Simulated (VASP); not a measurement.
# ZrOF2 (I-4m2) in VASP: single point with PBE

Aim: the single point of ZrOF2 with PBE.

Program: VASP 6.6.1. These are calculated values, not measurements. Logs are shortened: lines on timing, memory, paths and dates and some standing lists are left out, and cuts for length are marked.

## (1) The cell of the first run

The structure is tetragonal, space group I-4m2 (No. 119). The conventional cell has a = 3.751 Å, b = 3.751 Å, c = 7.129 Å, α = 90.00°, β = 90.00°, γ = 90.00°. Zr (site symmetry -4m2) has 4 F at 2.00 Å and 4 O at 2.59 Å within 2.7 Å. O (site symmetry -4m2) has 10 F at 2.48 to 2.87 Å and 4 Zr at 2.59 Å within 3.3 Å. F (site symmetry 2mm) has 2 Zr at 2.00 Å and 1 F at 2.17 Å and 1 O at 2.48 Å within 2.7 Å.

## (2) Single point, PBE

Input file POSCAR:

```
ZrOF2
1.0
   -1.8756726395      1.8756726395      3.5643840737
    1.8756726395     -1.8756726395      3.5643840737
    1.8756726395      1.8756726395     -3.5643840737
Zr O F
1 1 2
Direct
    0.7500000000      0.2500000000      0.5000000000
    0.0000000000      0.0000000000      0.0000000000
    0.3479523842      0.3479523842      0.0000000000
    0.6520476158      0.6520476158      0.0000000000
```

Input file INCAR.step1:

```
SYSTEM = ZrOF2
ALGO     = Normal         ! electronic algorithm
EDIFF    = 1E-6           ! SCF threshold, eV
ENCUT    = 520            ! plane-wave cutoff, eV
GGA      = PE             ! functional
GGA_COMPAT= .FALSE.      
ISIF     = 2              ! what is computed and relaxed
ISMEAR   = 0              ! smearing method
LASPH    = .TRUE.         ! aspherical terms in the spheres
LCHARG   = .TRUE.         ! write CHGCAR
LMAXMIX  = 4              ! l up to which the mixer works
LORBIT   = 11             ! projections on sites
LREAL    = .FALSE.        ! projectors in reciprocal space
LWAVE    = .FALSE.        ! write WAVECAR
NBANDS   = 24             ! bands
NEDOS    = 2001           ! points of the DOS
NELM     = 120            ! most SCF steps
PREC     = Accurate       ! precision mode
SIGMA    = 0.02           ! smearing width, eV
```

Input file KPOINTS.step1:

```
k-points
0
G
  8 8 8
  0 0 0
```

Input file INCAR.step2:

```
SYSTEM = ZrOF2
ALGO     = Normal         ! electronic algorithm
EDIFF    = 1E-6           ! SCF threshold, eV
ENCUT    = 520            ! plane-wave cutoff, eV
GGA      = PE             ! functional
GGA_COMPAT= .FALSE.      
ICHARG   = 11             ! starting density
ISIF     = 2              ! what is computed and relaxed
ISMEAR   = -5             ! smearing method
LASPH    = .TRUE.         ! aspherical terms in the spheres
LCHARG   = .FALSE.        ! write CHGCAR
LMAXMIX  = 4              ! l up to which the mixer works
LORBIT   = 11             ! projections on sites
LREAL    = .FALSE.        ! projectors in reciprocal space
LWAVE    = .FALSE.        ! write WAVECAR
NEDOS    = 2001           ! points of the DOS
NELM     = 120            ! most SCF steps
PREC     = Accurate       ! precision mode
SIGMA    = 0.02           ! smearing width, eV
```

Input file KPOINTS.step2:

```
k-points
0
G
  12 12 12
  0 0 0
```

Potentials or basis: VASP PAW PBE potentials, release 64 (Zr_sv, O, F).

Command:

```bash
$ cat potpaw_PBE.64/Zr_sv/POTCAR potpaw_PBE.64/O/POTCAR potpaw_PBE.64/F/POTCAR > POTCAR
$ cp INCAR.step1 INCAR
$ cp KPOINTS.step1 KPOINTS
$ mpirun -np 1 vasp_std > vasp.out
$ cp INCAR.step2 INCAR
$ cp KPOINTS.step2 KPOINTS
$ mpirun -np 1 vasp_std > vasp.out
```

OUTCAR:

```text
SYSTEM = ZrOF2
   EDIFF = 1E-6
   ENCUT = 520
   GGA = PE
   ICHARG = 11
   ISIF = 2
   ISMEAR = -5
   LASPH = .TRUE.
   LORBIT = 11
   LREAL = .FALSE.
   NELM = 120
   PREC = Accurate

 ion  position               nearest neighbor table
   1  0.750  0.250  0.500-   3 2.00   4 2.00   3 2.00   4 2.00   2 2.59   2 2.59   2 2.59   2 2.59

   2  0.000  0.000  0.000-   1 2.59   1 2.59   1 2.59   1 2.59
   3  0.348  0.348  0.000-   1 2.00   1 2.00
   4  0.652  0.652  0.000-   1 2.00   1 2.00

  LATTYP: Found a body centered tetragonal cell.
 ALAT       =     3.7513452790
 C/A-ratio  =     1.9003231154

  Lattice vectors:

 A1 = (  -1.8756726395,   1.8756726395,   3.5643840737)
 A2 = (   1.8756726395,  -1.8756726395,   3.5643840737)
 A3 = (   1.8756726395,   1.8756726395,  -3.5643840737)

Analysis of symmetry for initial positions (statically):
=====================================================================
 Subroutine PRICEL returns:
 Original cell was already a primitive cell.

 Routine SETGRP: Setting up the symmetry group for a
 body centered tetragonal supercell.

 Subroutine GETGRP returns: Found  8 space group operations
 (whereof  8 operations were pure point group operations)
 out of a pool of 16 trial point group operations.

The static configuration has the point symmetry D_2d.

Analysis of symmetry for dynamics (positions and initial velocities):
=====================================================================
 Subroutine PRICEL returns:
 Original cell was already a primitive cell.

 Routine SETGRP: Setting up the symmetry group for a
 body centered tetragonal supercell.

 Subroutine GETGRP returns: Found  8 space group operations
 (whereof  8 operations were pure point group operations)
 out of a pool of 16 trial point group operations.

The dynamic configuration has the point symmetry D_2d.

 Subroutine INISYM returns: Found  8 space group operations
 (whereof  8 operations are pure point group operations),
 and found     1 'primitive' translations

----------------------------------------------------------------------------------------

                                     Primitive cell

  volume of cell :      50.1601

  direct lattice vectors                    reciprocal lattice vectors
    -1.875672640  1.875672640  3.564384074     0.000000000  0.266571037  0.140276690
     1.875672640 -1.875672640  3.564384074     0.266571037  0.000000000  0.140276690
     1.875672640  1.875672640 -3.564384074     0.266571037  0.266571037  0.000000000

  length of vectors
     4.443099090  4.443099090  4.443099090     0.301226937  0.301226937  0.376988375

  position of ions in fractional coordinates (direct lattice)
     0.750000000  0.250000000  0.500000000
     0.000000000  0.000000000  0.000000000
     0.347952384  0.347952384  0.000000000
     0.652047616  0.652047616  0.000000000

  ion indices of the primitive-cell ions
   primitive index   ion index
                 1           1
                 2           2
                 3           3
                 4           4

----------------------------------------------------------------------------------------

 KPOINTS: k-points

Automatic generation of k-mesh.
 Grid dimensions read from file:
 generate k-points for:   12   12   12

 Generating k-lattice:

  Cartesian coordinates                     Fractional coordinates (reciprocal lattice)
     0.000000000  0.022214253  0.011689724     0.083333333  0.000000000  0.000000000
     0.022214253  0.000000000  0.011689724     0.000000000  0.083333333  0.000000000
     0.022214253  0.022214253  0.000000000     0.000000000  0.000000000  0.083333333

  Length of vectors
     0.025102245  0.025102245  0.031415698

  Shift w.r.t. Gamma in fractional coordinates (k-lattice)
     0.000000000  0.000000000  0.000000000

 TETIRR: Found   2206 inequivalent tetrahedra from    10368

 Subroutine IBZKPT returns following result:
 ===========================================

 Found    163 irreducible k-points:

 Following reciprocal coordinates:
            Coordinates               Weight
  0.000000  0.000000  0.000000      1.000000
  0.083333  0.000000 -0.000000      8.000000
  0.166667 -0.000000  0.000000      8.000000
  0.250000 -0.000000  0.000000      8.000000
  0.333333  0.000000 -0.000000      8.000000
  0.416667 -0.000000  0.000000      8.000000
[... 16 lines left out ...]
  0.500000  0.166667  0.000000     16.000000
 -0.416667  0.166667 -0.000000     16.000000
 [... further k-points ...]
   k-points           NKPTS =    163   k-points in BZ     NKDIM =    163   number of bands    NBANDS=     20
   number of dos      NEDOS =   2001   number of ions     NIONS =      4
   total plane-waves  NPLWV =  46656
   dimension x,y,z NGX =    36 NGY =   36 NGZ =   36
   dimension x,y,z NGXF=    72 NGYF=   72 NGZF=   72
   ions per type =               1   1   2
   NGX,Y,Z   is equivalent  to a cutoff of  13.47, 13.47, 13.47 a.u.
   NGXF,Y,Z  is equivalent  to a cutoff of  26.94, 26.94, 26.94 a.u.
 SYSTEM =  ZrOF2
   PREC   = accura    normal or accurate (medium, high low for compatibility)
   ISTART =      0    job   : 0-new  1-cont  2-samecut
   ICHARG =     11    charge: 1-file 2-atom 10-const
   ISPIN  =      1    spin polarized calculation?
   LNONCOLLINEAR =      F non collinear calculations
   LSORBIT =      F    spin-orbit coupling
   LASPH  =      T    aspherical Exc in radial PAW
   ENCUT  =  520.0 eV  38.22 Ry    6.18 a.u.   8.26  8.26  8.26*2*pi/ulx,y,z
   NELM   =    120;   NELMIN=  2; NELMDL=  0     # of ELM steps
   EDIFF  = 0.1E-05   stopping-criterion for ELM
   LREAL  =      F    real-space projection
   EDIFFG = 0.1E-04   stopping-criterion for IOM
   NSW    =      0    number of steps for IOM
   IBRION =     -1    ionic relax: 0-MD 1-quasi-New 2-CG
   NFREE  =      0    steps in history (QN), initial steepest desc. (CG)
   ISIF   =      2    stress and relaxation
   ISYM   =      2    0-nonsym 1-usesym 2-fastsym
   POTIM  = 0.5000    time-step for ionic-motion
   TEBEG  =    0.0;   TEEND  =   0.0 temperature during run
   PSTRESS=    0.0 pullay stress
   NELECT =      32.0000    total number of electrons
   NUPDOWN=      -1.0000    fix difference up-down
   EMIN   =  10.00;   EMAX   =-10.00  energy-range for DOS
   EFERMI =   0.00;   METHOD = LEGACY
   ISMEAR =    -5;   SIGMA  =   0.02  broadening in eV -4-tet -1-fermi 0-gaus
   EFERMI_NEDOS =   21; number of points for ismear=-14 and -15
   IALGO  =     38    algorithm
   IMIX   =      4    mixing-type and parameters
     AMIX     =   0.40;   BMIX     =  1.00
     AMIX_MAG =   1.60;   BMIX_MAG =  1.00
  volume/ion in A,a.u.               =      12.54        84.62
  Fermi-wavevector in a.u.,A,eV,Ry     =   1.409306  2.663202 27.023121  1.986143
  Thomas-Fermi vector in A             =   2.531375
   LORBIT       =     11    0 simple, 1 ext, 2 COOP (PROOUT), +10 PAW based schemes
   GGA     = PE    functional components
   LHFCALC =     F    Hartree Fock is set to
   AEXX    =    0.0000 exact exchange contribution
   IVDW    =     0    specifies the selected vdW correction
   LEPSILON=     F    determine dielectric tensor
   LRPA    =     F    only Hartree local field effects (RPA)
 non-spin polarized calculation
 Fermi weights with tetrahedron method with Bloechl corrections
  energy-cutoff  :      520.00
  volume of cell :       50.16
 maximum number of plane-waves:      1368
 NGX is ok and might be reduce to    36

 number of electron      31.9999996 magnetization

 Free energy of the ion-electron system (eV)
  ---------------------------------------------------
  ext. energy  EPLUGINS =         0.00000000
  ---------------------------------------------------
  free energy    TOTEN  =       -28.86566660 eV

  energy without entropy =      -28.86566660  energy(sigma->0) =      -28.86566660

 E-fermi :   4.0786     XC(G=0): -10.4456

 val. band max:        4.0746024356   @ k =   0.0000   0.0000   0.0000
 cond. band min:       6.6668257240   @ k =   0.0000   0.0000   0.0000
 fundamental gap:      2.5922232884
 Fermi energy:         4.0786253171

 k-point     1 :       0.0000    0.0000    0.0000
  band No.  band energies     occupation
      1     -45.3610      2.00000
      2     -23.4977      2.00000
      3     -23.4375      2.00000
      4     -23.4375      2.00000
      5     -20.4860      2.00000
      6     -19.5973      2.00000
[... 12 lines left out ...]
     19       9.8648      0.00000
     20      10.1194      0.00000

 k-point     2 :       0.0833    0.0000   -0.0000
  band No.  band energies     occupation
      1     -45.3598      2.00000
      2     -23.6170      2.00000
      3     -23.4368      2.00000
      4     -23.4049      2.00000
      5     -20.4126      2.00000
      6     -19.5530      2.00000
[... 12 lines left out ...]
     19       9.8443      0.00000
     20      10.0509      0.00000

 k-point     3 :       0.1667   -0.0000    0.0000
  band No.  band energies     occupation
      1     -45.3567      2.00000
      2     -23.8460      2.00000
      3     -23.4351      2.00000
      4     -23.3890      2.00000
      5     -20.2610      2.00000
      6     -19.4070      2.00000
[... 12 lines left out ...]
     19       9.4288      0.00000
     20       9.9923      0.00000

 k-point     4 :       0.2500   -0.0000    0.0000
  band No.  band energies     occupation
      1     -45.3525      2.00000
      2     -24.1015      2.00000
      3     -23.4328      2.00000
      4     -23.3842      2.00000
      5     -20.1380      2.00000
      6     -19.1628      2.00000
[... 12 lines left out ...]
     19       9.0706      0.00000
     20       9.8691      0.00000

 k-point     5 :       0.3333    0.0000   -0.0000
  band No.  band energies     occupation
      1     -45.3482      2.00000
      2     -24.3215      2.00000
      3     -23.4305      2.00000
      4     -23.3830      2.00000
      5     -20.0689      2.00000
      6     -18.8952      2.00000
[... 12 lines left out ...]
     19       8.7852      0.00000
     20       9.7554      0.00000
[... 353 lines left out ...]
      6     -18.8817      2.00000
[... 12 lines left out ...]
     19       8.4883      0.00000
     20       9.2562      0.00000

 k-point    22 :       0.4167    0.1667    0.0000
  band No.  band energies     occupation
      1     -45.3410      2.00000
      2     -24.4657      2.00000
      3     -23.8291      2.00000
      4     -23.2552      2.00000
      5     -19.6578      2.00000
      6     -18.6840      2.00000
[... 12 lines left out ...]
     19       8.3518      0.00000
     20       9.1687      0.00000

 k-point    23 :       0.5000    0.1667    0.0000
  band No.  band energies     occupation
      1     -45.3400      2.00000
      2     -24.5141      2.00000
      3     -23.8281      2.00000
      4     -23.2501      2.00000
      5     -19.6570      2.00000
      6     -18.6080      2.00000
[... 12 lines left out ...]
     19       8.3994      0.00000
     20       9.1381      0.00000

 k-point    24 :      -0.4167    0.1667   -0.0000
  band No.  band energies     occupation
      1     -45.3412      2.00000
      2     -24.4617      2.00000
      3     -23.8280      2.00000
      4     -23.2477      2.00000
      5     -19.6775      2.00000
      6     -18.6733      2.00000
[... 12 lines left out ...]
     19       8.5956      0.00000
     20       9.1802      0.00000

 [... further k-points ...]

------------------------ aborting loop because EDIFF is reached ----------------------------------------

  FORCE on cell =-STRESS in cart. coord.  units (eV):
  Direction    XX          YY          ZZ          XY          YZ          ZX
  --------------------------------------------------------------------------------------
  -------------------------------------------------------------------------------------
  Total        0.1636569      0.1636569     -0.0439910      0.0000000      0.0000000      0.0000000
  in kB        5.2274076      5.2274076     -1.4051272      0.0000000      0.0000000      0.0000000
  external PRESSURE =       3.0165626 kB  Pullay stress =       0.0000000 kB

 VOLUME and BASIS-vectors are now :
 -----------------------------------------------------------------------------
  energy-cutoff  :      520.00
  volume of cell :       50.16
      direct lattice vectors                 reciprocal lattice vectors
    -1.875672640  1.875672640  3.564384074     0.000000000  0.266571037  0.140276690
     1.875672640 -1.875672640  3.564384074     0.266571037  0.000000000  0.140276690
     1.875672640  1.875672640 -3.564384074     0.266571037  0.266571037  0.000000000

 POSITION                                       TOTAL-FORCE (eV/Angst)
 -----------------------------------------------------------------------------------
      0.00000      1.87567      1.78219        -0.000000      0.000000      0.000000
      0.00000      0.00000      0.00000        -0.000000      0.000000      0.000000
      0.00000      0.00000      2.48047         0.000000     -0.000000      0.029381
      0.00000      0.00000      4.64830         0.000000     -0.000000     -0.029381
 -----------------------------------------------------------------------------------
    total drift:                                0.000000     -0.000000      0.000000

  FREE ENERGIE OF THE ION-ELECTRON SYSTEM (eV)
  ---------------------------------------------------
  free  energy   TOTEN  =       -28.8656665982 eV

  energy  without entropy=      -28.8656665982  energy(sigma->0) =      -28.86566660

 total charge

# of ion       s       p       d       tot
------------------------------------------
    1        2.157   6.042   1.254   9.452
    2        1.556   3.339   0.000   4.895
    3        1.750   4.418   0.000   6.167
    4        1.750   4.418   0.000   6.167
--------------------------------------------------
tot          7.212  18.217   1.254  26.683
```

Run time: 5.8 min. Hardware: 1 thread of Intel Xeon 8259CL, shared host; peak memory 0.32 GiB.

Results:

```yaml
Valence_electrons_inside_the_program's_atomic_spheres: Zr 9.45; O 4.89; F 6.17
```

Levels at points of the mesh, in eV from the valence-band top:
```csv
k point,band 13,band 14,band 15,band 16,band 17,band 18,band 19,band 20
"(0.00, 0.00, 0.00)",-4.95,-0.39,-0.39,0.00,2.59,3.85,5.79,6.04
"(0.50, 0.00, 0.00)",-4.12,-0.99,-0.55,-0.50,3.59,3.60,4.34,5.58
"(0.50, 0.50, 0.00)",-4.32,-0.90,-0.69,-0.59,3.53,3.68,4.57,4.83
"(0.50, 0.50, 0.50)",-4.88,-0.61,-0.15,-0.15,2.74,3.68,5.37,5.37
```
